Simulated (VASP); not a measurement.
# TiO (P-62m) in VASP: notebook

The runs below take TiO through single point, relaxation of shape and atoms at fixed volume, with r2SCAN.

All numbers are computed with VASP 6.6.1; they aren't measurements. Logs are shortened: lines on timing, memory, paths and dates and some standing lists are left out, and cuts for length are marked.

**1. The cell of the first run**

The structure is hexagonal, space group P-62m (No. 189). The conventional cell has a = 4.989 Å, b = 4.989 Å, c = 2.873 Å, α = 90.00°, β = 90.00°, γ = 120.00°. Within 2.9 Å of Ti (site symmetry -6) lie 6 O at 2.10 Å and 5 Ti at 2.87 to 2.88 Å. Within 2.6 Å of Ti (site symmetry -62m) lie 3 O at 1.97 Å. O (site symmetry m2m) has 5 Ti at 1.97 to 2.10 Å and 4 O at 2.66 Å within 2.7 Å.

**2. Single point, r2SCAN**

File POSCAR:

```
TiO
1.0
    4.9890877720      0.0000000000      0.0000000000
   -2.4945438860      4.3206767523      0.0000000000
    0.0000000000      0.0000000000      2.8733134400
Ti O
3 3
Direct
    0.6666666667      0.3333333333      0.5000000000
    0.3333333333      0.6666666667      0.5000000000
    0.0000000000      0.0000000000      0.0000000000
    0.6060175072      0.6060175072      0.0000000000
    0.3939824928      0.0000000000      0.0000000000
    0.0000000000      0.3939824928      0.0000000000
```

File INCAR.step1:

```
PREC = Accurate ; ENCUT = 520
ISMEAR = 0 ; SIGMA = 0.1
LREAL = F ; LASPH = T
NELM = 100 ; NBANDS = 36
GGA = PE ; ALGO = Normal
EDIFF = 1E-4 ; LWAVE = T
LCHARG = F
```

File INCAR.step2:

```
PREC = Accurate ; ENCUT = 520
EDIFF = 1E-6 ; ISMEAR = 0
SIGMA = 0.1 ; LREAL = F
LASPH = T ; NELM = 100
ALGO = Normal ; ISIF = 2
LWAVE = F ; LCHARG = F
METAGGA = R2SCAN ; LMIXTAU = T
NBANDS = 36 ; ISTART = 1
```

File KPOINTS:

```
Automatic mesh
0
Gamma
  12 12 12
```

Potentials or basis: VASP PAW PBE potentials, release 64 (Ti_sv, O).

Launch:

```
> cat potpaw_PBE.64/Ti_sv/POTCAR potpaw_PBE.64/O/POTCAR > POTCAR
> cp INCAR.step1 INCAR
> mpirun -np 1 vasp_std > vasp.out
> cp INCAR.step2 INCAR
> mpirun -np 1 vasp_std > vasp.out
```

OUTCAR:

```text
PREC = Accurate
   ENCUT = 520
   EDIFF = 1E-6
   ISMEAR = 0
   LREAL = F
   LASPH = T
   NELM = 100
   ISIF = 2
   METAGGA = R2SCAN
   ISTART = 1

 ion  position               nearest neighbor table
   1  0.667  0.333  0.500-   6 2.10   6 2.10   5 2.10   5 2.10   4 2.10   4 2.10   2 2.88   2 2.88
                             2 2.88
   2  0.333  0.667  0.500-   5 2.10   5 2.10   6 2.10   6 2.10   4 2.10   4 2.10   1 2.88   1 2.88
                             1 2.88
   3  0.000  0.000  0.000-   5 1.97   4 1.97   6 1.97
   4  0.606  0.606  0.000-   3 1.97   2 2.10   2 2.10   1 2.10   1 2.10
   5  0.394  0.000  0.000-   3 1.97   2 2.10   2 2.10   1 2.10   1 2.10
   6  0.000  0.394  0.000-   3 1.97   1 2.10   1 2.10   2 2.10   2 2.10

  LATTYP: Found a hexagonal cell.
 ALAT       =     4.9890877720
 C/A-ratio  =     0.5759196012

  Lattice vectors:

 A1 = (   4.9890877720,   0.0000000000,   0.0000000000)
 A2 = (  -2.4945438860,   4.3206767523,   0.0000000000)
 A3 = (   0.0000000000,   0.0000000000,   2.8733134400)

Analysis of symmetry for initial positions (statically):
=====================================================================
 Subroutine PRICEL returns:
 Original cell was already a primitive cell.

 Routine SETGRP: Setting up the symmetry group for a
 hexagonal supercell.

 Subroutine GETGRP returns: Found 12 space group operations
 (whereof 12 operations were pure point group operations)
 out of a pool of 24 trial point group operations.

The static configuration has the point symmetry D_3h.

Analysis of symmetry for dynamics (positions and initial velocities):
=====================================================================
 Subroutine PRICEL returns:
 Original cell was already a primitive cell.

 Routine SETGRP: Setting up the symmetry group for a
 hexagonal supercell.

 Subroutine GETGRP returns: Found 12 space group operations
 (whereof 12 operations were pure point group operations)
 out of a pool of 24 trial point group operations.

The dynamic configuration has the point symmetry D_3h.

 Subroutine INISYM returns: Found 12 space group operations
 (whereof 12 operations are pure point group operations),
 and found     1 'primitive' translations

----------------------------------------------------------------------------------------

                                     Primitive cell

  volume of cell :      61.9378

  direct lattice vectors                    reciprocal lattice vectors
     4.989087772  0.000000000  0.000000000     0.200437444  0.115722612  0.000000000
[... 99 lines left out ...]
   NFREE  =      0    steps in history (QN), initial steepest desc. (CG)
   ISIF   =      2    stress and relaxation
   ISYM   =      2    0-nonsym 1-usesym 2-fastsym
   POTIM  = 0.5000    time-step for ionic-motion
   TEBEG  =    0.0;   TEEND  =   0.0 temperature during run
   PSTRESS=    0.0 pullay stress
   NELECT =      54.0000    total number of electrons
   NUPDOWN=      -1.0000    fix difference up-down
   EMIN   =  10.00;   EMAX   =-10.00  energy-range for DOS
   EFERMI =   0.00;   METHOD = LEGACY
   ISMEAR =     0;   SIGMA  =   0.10  broadening in eV -4-tet -1-fermi 0-gaus
   EFERMI_NEDOS =   21; number of points for ismear=-14 and -15
   IALGO  =     38    algorithm
   IMIX   =      4    mixing-type and parameters
     AMIX     =   0.40;   BMIX     =  1.00
     AMIX_MAG =   1.60;   BMIX_MAG =  1.00
  volume/ion in A,a.u.               =      10.32        69.66
  Fermi-wavevector in a.u.,A,eV,Ry     =   1.563942  2.955423 33.278709  2.445916
  Thomas-Fermi vector in A             =   2.666639
   LORBIT       =      0    0 simple, 1 ext, 2 COOP (PROOUT), +10 PAW based schemes
   METAGGA = R2SCAN    functional components
   LHFCALC =     F    Hartree Fock is set to
   AEXX    =    0.0000 exact exchange contribution
   IVDW    =     0    specifies the selected vdW correction
   LEPSILON=     F    determine dielectric tensor
   LRPA    =     F    only Hartree local field effects (RPA)
 non-spin polarized calculation
 Gauss-broadening in eV      SIGMA  =   0.10
  energy-cutoff  :      520.00
  volume of cell :       61.94
 maximum number of plane-waves:      1691
 NGX is ok and might be reduce to    40
   NGX = 19   NGY = 19   NGZ = 11

 number of electron      54.0000004 magnetization

 Free energy of the ion-electron system (eV)
  ---------------------------------------------------
  ext. energy  EPLUGINS =         0.00000000
  ---------------------------------------------------
  free energy    TOTEN  =       -73.64900538 eV

  energy without entropy =      -73.64586680  energy(sigma->0) =      -73.64743609

 E-fermi :  10.7735     XC(G=0): -13.2822

 val. band max:       10.7687021689   @ k =   0.0833   0.0833   0.1667
 cond. band min:      10.8141291438   @ k =   0.1667   0.0000   0.0000
 fundamental gap:      0.0454269749
 Fermi energy:        10.7735108948

 k-point     1 :       0.0000    0.0000    0.0000
  band No.  band energies     occupation
      1     -49.9608      2.00000
      2     -49.8803      2.00000
      3     -49.4250      2.00000
      4     -25.3943      2.00000
      5     -25.3943      2.00000
      6     -25.0944      2.00000
[... 925 lines left out ...]
     35      12.8396      0.00000
     36      13.0599      0.00000

 [... further k-points ...]

------------------------ aborting loop because EDIFF is reached ----------------------------------------

  FORCE on cell =-STRESS in cart. coord.  units (eV):
  Direction    XX          YY          ZZ          XY          YZ          ZX
  --------------------------------------------------------------------------------------
  -------------------------------------------------------------------------------------
  Total        0.0915384      0.0915384     -0.0046464      0.0000000      0.0000000      0.0000000
  in kB        2.3678703      2.3678703     -0.1201903      0.0000000      0.0000000      0.0000000
  external PRESSURE =       1.5385167 kB  Pullay stress =       0.0000000 kB

 VOLUME and BASIS-vectors are now :
 -----------------------------------------------------------------------------
  energy-cutoff  :      520.00
  volume of cell :       61.94
      direct lattice vectors                 reciprocal lattice vectors
     4.989087772  0.000000000  0.000000000     0.200437444  0.115722612  0.000000000
    -2.494543886  4.320676752  0.000000000     0.000000000  0.231445224  0.000000000
     0.000000000  0.000000000  2.873313440     0.000000000  0.000000000  0.348030252

 POSITION                                       TOTAL-FORCE (eV/Angst)
 -----------------------------------------------------------------------------------
      2.49454      1.44023      1.43666         0.000000      0.000000      0.000000
     -0.00000      2.88045      1.43666         0.000000     -0.000000      0.000000
      0.00000      0.00000      0.00000         0.000000      0.000000      0.000000
      1.51174      2.61841      0.00000        -0.014003     -0.024255      0.000000
      1.96561      0.00000      0.00000         0.028007      0.000000      0.000000
     -0.98281      1.70227      0.00000        -0.014003      0.024255     -0.000000
 -----------------------------------------------------------------------------------
    total drift:                               -0.000001     -0.000002      0.000001

  FREE ENERGIE OF THE ION-ELECTRON SYSTEM (eV)
  ---------------------------------------------------
  free  energy   TOTEN  =       -73.6490053775 eV

  energy  without entropy=      -73.6458667993  energy(sigma->0) =      -73.64743609
```

OSZICAR.step1:

```text
N       E                     dE             d eps       ncg     rms          rms(c)
DAV:   1     0.781339051242E+03    0.78134E+03   -0.27050E+04  9584   0.188E+03
DAV:   2     0.610075203829E+02   -0.72033E+03   -0.69414E+03  9732   0.566E+02
DAV:   3    -0.572065521587E+02   -0.11821E+03   -0.11601E+03 14352   0.207E+02
DAV:   4    -0.644098288045E+02   -0.72033E+01   -0.71722E+01 14180   0.501E+01
DAV:   5    -0.647969959590E+02   -0.38717E+00   -0.38700E+00 13800   0.970E+00    0.273E+01
DAV:   6    -0.540933684008E+02    0.10704E+02   -0.74268E+01 14352   0.695E+01    0.969E+00
DAV:   7    -0.542704743144E+02   -0.17711E+00   -0.14543E+01 14568   0.251E+01    0.864E+00
DAV:   8    -0.538056065693E+02    0.46487E+00   -0.49174E+00 14680   0.112E+01    0.545E+00
DAV:   9    -0.538025795880E+02    0.30270E-02   -0.53050E-01 12572   0.531E+00    0.127E+00
DAV:  10    -0.537877502576E+02    0.14829E-01   -0.12863E-01 13880   0.252E+00    0.671E-01
DAV:  11    -0.537907617921E+02   -0.30115E-02   -0.80810E-03 13104   0.652E-01    0.147E-01
DAV:  12    -0.537906111836E+02    0.15061E-03   -0.20392E-03 12268   0.265E-01    0.625E-02
DAV:  13    -0.537906289915E+02   -0.17808E-04   -0.19979E-04  8940   0.111E-01
   1 F= -.53790629E+02 E0= -.53788822E+02  d E =-.361333E-02
```

Wall time 16 min (1 thread of AMD EPYC 9R45 (Zen 5), shared host); peak memory 0.33 GiB.

Results:

- Free energy: -73.6490 eV
- Pressure: 0.2 GPa
- Largest force: 0.028 eV/Å
- Band gap on the k mesh: zero (bands 27 and 28 overlap by 1.33 eV)

Forces on the atoms (eV/Å):
```
Ti   0.000  0.000  0.000
Ti   0.000  0.000  0.000
Ti   0.000  0.000  0.000
O   -0.014 -0.024  0.000
O    0.028  0.000  0.000
O   -0.014  0.024  0.000
```

Stress tensor (GPa, compression positive):
```
 0.24  0.00  0.00
 0.00  0.24  0.00
 0.00  0.00 -0.01
```

Caveat: the PAW data sets were made with another functional, which shifts forces and pressure a little; semilocal functionals often make such compounds metallic where correlation or magnetic order opens a gap, which also shifts bond lengths.

**3. Single point, r2SCAN (10.57 Å³/atom)**

This run uses another cell than the first one, of 10.57 Å³/atom.

File POSCAR:

```
TiO
1.0
    5.0299149798      0.0000000000      0.0000000000
   -2.5149574899      4.3560341514      0.0000000000
    0.0000000000      0.0000000000      2.8932330437
Ti O
3 3
Direct
    0.6666666667      0.3333333333      0.5000000000
    0.3333333333      0.6666666667      0.5000000000
    0.0000000000      0.0000000000      0.0000000000
    0.6071079550      0.6071079550      0.0000000000
    0.3928920450      0.0000000000      0.0000000000
    0.0000000000      0.3928920450      0.0000000000
```

File INCAR.step1:

```
PREC = Accurate
ENCUT = 520
ISMEAR = 0
SIGMA = 0.1
LREAL = False
LASPH = True
NELM = 100
NBANDS = 36
GGA = PE
ALGO = Normal
EDIFF = 1E-4
LWAVE = True
LCHARG = False
```

File INCAR.step2:

```
PREC = Accurate
ENCUT = 520
EDIFF = 1E-6
ISMEAR = 0
SIGMA = 0.1
LREAL = False
LASPH = True
NELM = 100
ALGO = Normal
ISIF = 2
LWAVE = False
LCHARG = False
METAGGA = R2SCAN
LMIXTAU = True
NBANDS = 36
ISTART = 1
```

KPOINTS is that of step 2.

Potentials or basis: VASP PAW PBE potentials, release 64 (Ti_sv, O).

Launch:

```
> cat potpaw_PBE.64/Ti_sv/POTCAR potpaw_PBE.64/O/POTCAR > POTCAR
> cp INCAR.step1 INCAR
> mpirun -np 1 vasp_std > vasp.out
> cp INCAR.step2 INCAR
> mpirun -np 1 vasp_std > vasp.out
```

Run time: 15 min. Hardware: 1 thread of AMD EPYC 9R45 (Zen 5), shared host; peak memory 0.33 GiB.

It converged, with:

```
Free energy            : -73.6282 eV
Pressure               : -4.9 GPa
Largest force          : 0.028 eV/Å
Band gap on the k mesh : zero (bands 27 and 28 overlap by 1.30 eV)
```

Forces in eV/Å, atoms in the order of the input:
```
Ti   0.000  0.000  0.000
Ti   0.000  0.000  0.000
Ti   0.000  0.000  0.000
O   -0.014 -0.024  0.000
O    0.028  0.000  0.000
O   -0.014  0.024  0.000
```

Levels at points of the mesh, in eV from the Fermi level:
```tsv
k point	band 25	band 26	band 27	band 28	band 29	band 30
(0.00, 0.00, 0.00)	-3.59	-0.88	-0.82	-0.82	0.50	0.50
(0.50, 0.00, 0.00)	-2.71	-2.07	-1.77	0.40	1.10	1.16
(0.00, 0.00, 0.50)	-1.96	-1.96	0.48	1.18	1.18	1.20
(0.50, 0.00, 0.50)	-2.01	-1.49	-0.54	0.51	0.79	1.55
```

Caveat: the cell stands under tension; the PAW data sets were made with another functional, which shifts forces and pressure a little; semilocal functionals often make such compounds metallic where correlation or magnetic order opens a gap, which also shifts bond lengths.

**4. Relaxation of shape and atoms at fixed volume, r2SCAN (10.57 Å³/atom)**

This run uses another cell than the first one, of 10.57 Å³/atom.

File POSCAR:

```
TiO
1.0
    5.0288596820      0.0000000000      0.0000000000
   -2.5144298410      4.3551202367      0.0000000000
    0.0000000000      0.0000000000      2.8943753603
Ti O
3 3
Direct
    0.6666666667      0.3333333333      0.5000000000
    0.3333333333      0.6666666667      0.5000000000
    0.0000000000      0.0000000000      0.0000000000
    0.6057269237      0.6057269237      0.0000000000
    0.3942730763      0.0000000000      0.0000000000
    0.0000000000      0.3942730763      0.0000000000
```

File INCAR.step1:

```
SYSTEM = TiO
PREC = Accurate ; ENCUT = 600
ISMEAR = 0 ; SIGMA = 0.1
LREAL = .False. ; LASPH = .True.
NELM = 80 ; GGA = PE
ALGO = Normal ; EDIFF = 1E-4
LWAVE = .True. ; LCHARG = .False.
KPAR = 4
```

File INCAR.step2:

```
SYSTEM = TiO
PREC = Accurate ; ENCUT = 600
EDIFF = 1E-6 ; ISMEAR = 0
SIGMA = 0.1 ; LREAL = .False.
LASPH = .True. ; NELM = 80
ALGO = Normal ; ISIF = 4
LWAVE = .False. ; LCHARG = .False.
METAGGA = R2SCAN ; LMIXTAU = .True.
IBRION = 2 ; NSW = 50
EDIFFG = -0.01 ; ISTART = 1
KPAR = 4
```

File KPOINTS:

```
regular mesh
0
Gamma
  9 9 12
  0 0 0
```

Launch:

```
> cat potpaw_PBE.64/Ti_sv/POTCAR potpaw_PBE.64/O/POTCAR > POTCAR
> cp INCAR.step1 INCAR
> mpirun -np 4 vasp_std > vasp.out
> cp INCAR.step2 INCAR
> mpirun -np 4 vasp_std > vasp.out
```

It took 11 min on 4 MPI ranks of Oxide Virtual Turin-like, shared host; peak memory 0.29 GiB.

Results (log left out):

| Quantity | Value |
| --- | --- |
| Free energy | -73.6391 eV |
| Energy gained by relaxing | 0.1 meV/atom |
| Ionic steps | 3 |
| Pressure after relaxing | -5.2 GPa |
| Band gap on the k mesh | zero (bands 27 and 28 overlap by 1.28 eV) |

Stress tensor (GPa, compression positive):
```
-5.17  0.00  0.00
 0.00 -5.17  0.00
 0.00  0.00 -5.36
```

The path:
| step | energy change (eV) | largest force (eV/Å) | pressure (GPa) | volume (Å³) |
| --- | --- | --- | --- | --- |
| 1 | 0.0000 | 0.0698 | -5.40 | 63.39 |
| 2 | -0.0005 | 0.0202 | -5.26 | 63.39 |
| 3 | -0.0005 | 0.0006 | -5.23 | 63.39 |

Final structure:
```yaml
crystal:
  lattice:
    - [5.02764, 0.00000, 0.00000]
    - [-2.51382, 4.35407, 0.00000]
    - [0.00000, 0.00000, 2.89578]
  atoms:
    - { symbol: Ti, position: [0.66667, 0.33333, 0.50000] }
    - { symbol: Ti, position: [0.33333, 0.66667, 0.50000] }
    - { symbol: Ti, position: [0.00000, 0.00000, 0.00000] }
    - { symbol: O, position: [0.60664, 0.60664, 0.00000] }
    - { symbol: O, position: [0.39336, 0.00000, 0.00000] }
    - { symbol: O, position: [0.00000, 0.39336, 0.00000] }
```

Levels at points of the mesh, in eV from the Fermi level:
| k point | band 25 | band 26 | band 27 | band 28 | band 29 | band 30 |
| --- | --- | --- | --- | --- | --- | --- |
| (0.00, 0.00, 0.00) | -3.61 | -0.88 | -0.83 | -0.83 | 0.48 | 0.48 |
| (0.00, 0.00, 0.50) | -1.97 | -1.97 | 0.45 | 1.17 | 1.17 | 1.19 |

Caveat: the PAW data sets were made with another functional, which shifts forces and pressure a little; semilocal functionals often make such compounds metallic where correlation or magnetic order opens a gap, which also shifts bond lengths.

**5. The runs side by side**

| task | cell | k mesh | cutoff (eV) | gap on the mesh (eV) | pressure (GPa) | largest force (eV/Å) |
| --- | --- | --- | --- | --- | --- | --- |
| single point | a = 4.989, b = 4.989, c = 2.873 Å, angles 90.0, 90.0, 120.0°, 6 atoms, atomic positions A | 12 × 12 × 12 | 520 | none | 0.2 | 0.03 |
| single point | a = 5.030, b = 5.030, c = 2.893 Å, angles 90.0, 90.0, 120.0°, 6 atoms, atomic positions B | 12 × 12 × 12 | 520 | none | -4.9 | 0.03 |
| relaxation of shape and atoms at fixed volume | relaxed from a = 5.029, b = 5.029, c = 2.894 Å, angles 90.0, 90.0, 120.0°, 6 atoms, atomic positions C | 9 × 9 × 12 | 600 | none | -5.2 | - |

Alike in all rows: level r2SCAN; potentials or basis VASP PAW PBE potentials, release 64 (Ti_sv, O); no spin polarisation; smearing gaussian 0.1 eV.

Caveats: the PAW data sets were made with another functional, which shifts forces and pressure a little; semilocal functionals often make such compounds metallic where correlation or magnetic order opens a gap, which also shifts bond lengths; the cell stands under tension (at least some runs).

Absolute energies hang on the potentials; compare differences alone.

The gap in the log of VASP goes by the Fermi energy; the results here count the filled bands.